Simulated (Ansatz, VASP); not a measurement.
Re: VASP beside Ansatz

```
Re
1.0
     0.00000    1.94659    1.94659
     1.94659    0.00000    1.94659
     1.94659    1.94659    0.00000
Re
1
Direct
  0.00000 0.00000 0.00000
```

Alike in both runs: functional r2SCAN; k mesh 14 × 14 × 14; occupations fermi-dirac, width 0.05 eV; no spin polarisation.

Ansatz relaxed the structure, and its values are those at the end. VASP's run is a single point on that final structure, the one shown.

```csv
,VASP,Ansatz
version,VASP 6.6.1,Ansatz 0.2.0
potentials or method,"VASP PAW PBE potentials, release 64 (Re)","PAW with Ansatz's default frozen-core files, scalar-relativistic"
plane-wave cutoff (eV),520,500
valence electrons in the cell,7,15
```

|  | VASP | Ansatz | Ansatz less VASP |
| --- | --- | --- | --- |
| pressure (GPa) | 0.0 | 0.0 | 0.00 |

VASP's potentials were made for PBE, not for r2SCAN. With one functional, cell and mesh, what is left measures potentials, basis and numerics. VASP's potentials hold 7 valence electrons a cell and Ansatz's 15, so a difference there can come from the potentials and not from the codes.

Spin-orbit coupling is off throughout.
